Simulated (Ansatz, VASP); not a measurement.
One calculation of TiPt3, two programs

```xyz
4
Lattice="3.9208 0.0000 0.0000 0.0000 3.9208 0.0000 0.0000 0.0000 3.9208" Properties=species:S:1:pos:R:3 pbc="T T T"
Ti    0.0000    0.0000    0.0000
Pt    0.0000    1.9604    1.9604
Pt    1.9604    0.0000    1.9604
Pt    1.9604    1.9604    0.0000
```

Alike in both runs: functional r2SCAN; k mesh 9 × 9 × 9; occupations fermi-dirac, width 0.1 eV; no spin polarisation.

Ansatz relaxed the structure, and its values are those at the end. VASP's run is a single point on that final structure, the one shown.

```csv
,VASP,Ansatz
version,VASP 6.6.1,Ansatz 0.2.0
potentials or method,"VASP PAW PBE potentials, release 64 (Ti_sv, Pt), cutoff 520 eV",PAW plane waves
valence electrons in the cell,42,66
```

Ansatz gave:

- pressure (GPa): 0.0

What did VASP give for the same quantities?

Pressure (GPa): 0.8.

VASP's potentials were made for PBE, not for r2SCAN. With one functional, cell and mesh, what is left measures potentials, basis and numerics. VASP's potentials hold 42 valence electrons a cell and Ansatz's 66, so a difference there can come from the potentials and not from the codes. Ansatz's warnings: stress scf threshold loose.

Spin-orbit coupling is off throughout.
